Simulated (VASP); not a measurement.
**SrO: single point with PBE**

SrO:

```
Sr O
1.0
     3.55329    0.00000    0.00000
    -1.77664    3.07724    0.00000
     0.00000    0.00000    6.21730
Sr O
2 2
Direct
  0.66667 0.33333 0.75000
  0.33333 0.66667 0.25000
  0.00000 0.00000 0.50000
  0.00000 0.00000 0.00000
```

```json
{"Program": "VASP 6.6.1", "Task": "single point", "Functional": "PBE", "Potentials or basis": "VASP PAW PBE potentials, release 64 (Sr_sv, O)", "Cutoff": "520 eV", "k mesh": "9 × 9 × 5", "Occupations": "fermi-dirac, width 0.05 eV", "Spin": "no spin polarisation"}
```

```yaml
Pressure: 2.0 GPa
Band_gap_on_the_k_mesh: 3.08 eV
```

Stress tensor (GPa, compression positive):
```
2.09 0.00 0.00
0.00 2.09 0.00
0.00 0.00 1.85
```

Levels at points of the mesh, in eV from the valence-band top:
| k point | band 12 | band 13 | band 14 | band 15 | band 16 | band 17 | band 18 | band 19 | band 20 | band 21 |
| --- | --- | --- | --- | --- | --- | --- | --- | --- | --- | --- |
| (0.00, 0.00, 0.00) | -1.03 | -1.03 | -0.78 | -0.78 | 0.00 | 3.08 | 5.02 | 5.12 | 6.17 | 6.17 |

It took 39 s on 1 thread of AMD EPYC 9R45 (Zen 5) (shared host), peak memory 0.18 GiB.

Caveat: an odd mesh through Γ misses points on the zone boundary, where band edges can lie.
